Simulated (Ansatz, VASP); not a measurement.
## SiO2 in VASP and in Ansatz

File POSCAR:

```
SiO2
1.0
    5.0596778151      0.0000000000      0.0000000000
   -2.5298389075      4.3818095228      0.0000000000
    0.0000000000      0.0000000000      5.4579692986
Si O
3 6
Direct
    0.0000000000      0.5000000000      0.3333333333
    0.5000000000      0.5000000000      0.6666666667
    0.5000000000      0.0000000000      0.0000000000
    0.5834989535      0.7917494768      0.8333333333
    0.7917494768      0.5834989535      0.5000000000
    0.7917494768      0.2082505232      0.1666666667
    0.4165010465      0.2082505232      0.8333333333
    0.2082505232      0.4165010465      0.5000000000
    0.2082505232      0.7917494768      0.1666666667
```

The input INCAR.step1:

```
ALGO = Normal
EDIFF = 1E-4
ENCUT = 520
GGA = PE
ISMEAR = 0
LASPH = True
LCHARG = False
LREAL = False
LWAVE = True
NBANDS = 34
NELM = 60
PREC = Accurate
SIGMA = 0.05
```

Contents of INCAR.step2:

```
ALGO = Normal
EDIFF = 1E-6
ENCUT = 520
ISIF = 2
ISMEAR = 0
ISTART = 1
LASPH = True
LCHARG = True
LELF = True
LMIXTAU = True
LREAL = False
LVHAR = True
LWAVE = False
METAGGA = R2SCAN
NBANDS = 34
NELM = 60
PREC = Accurate
SIGMA = 0.05
```

KPOINTS

```
k-points
0
Gamma
  6 6 4
```

Input for Ansatz:

```yaml
crystal:
  lattice:
    - [5.0596778151, 0.0, 0.0]
    - [-2.5298389075, 4.3818095228, 0.0]
    - [0.0, 0.0, 5.4579692986]
  atoms:
    - { symbol: Si, position: [0.0, 0.5, 0.3333333333] }
    - { symbol: Si, position: [0.5, 0.5, 0.6666666667] }
    - { symbol: Si, position: [0.5, 0.0, 0.0] }
    - { symbol: O, position: [0.5834989535, 0.7917494768, 0.8333333333] }
    - { symbol: O, position: [0.7917494768, 0.5834989535, 0.5] }
    - { symbol: O, position: [0.7917494768, 0.2082505232, 0.1666666667] }
    - { symbol: O, position: [0.4165010465, 0.2082505232, 0.8333333333] }
    - { symbol: O, position: [0.2082505232, 0.4165010465, 0.5] }
    - { symbol: O, position: [0.2082505232, 0.7917494768, 0.1666666667] }
basis:
  ecutwfc: 500
kpoints:
  mp_grid: { grid: [6, 6, 4] }
hamiltonian:
  xc: r2scan
scf:
  occupations: { method: gaussian, width: 0.05 }
output:
  forces: true
  stress: true
  eigenvalues: true
```

Change from the starting cell: strain +0.000 along x and y, -0.015 along z, atoms carried along.

Alike in both runs: task single point; functional r2SCAN; k mesh 6 × 6 × 4; occupations gaussian, width 0.05 eV; no spin polarisation.

```csv
,VASP,Ansatz
version,VASP 6.6.1,Ansatz 0.2.0
potentials or method,"VASP PAW PBE potentials, release 64 (Si, O), cutoff 520 eV","scalar-relativistic, plane waves, PAW"
valence electrons in the cell,48,48
```

|  | VASP | Ansatz | Ansatz less VASP |
| --- | --- | --- | --- |
| gap on the k mesh at the Fermi level (eV) | 6.37 | 6.38 | +0.004 |
| least direct gap on the mesh (eV) | 6.61 | 6.61 | +0.001 |
| pressure (GPa) | 3.1 | 2.9 | -0.19 |
| traceless stress, the component that is largest in VASP (GPa) | 0.75 | 0.72 | -0.031 |
| rms of the force components (eV/Å) | 0.044 | 0.049 | +0.0056 |

VASP's potentials were made for PBE, not for r2SCAN. Atom by atom the forces differ by 0.006 eV/Å (rms over components).
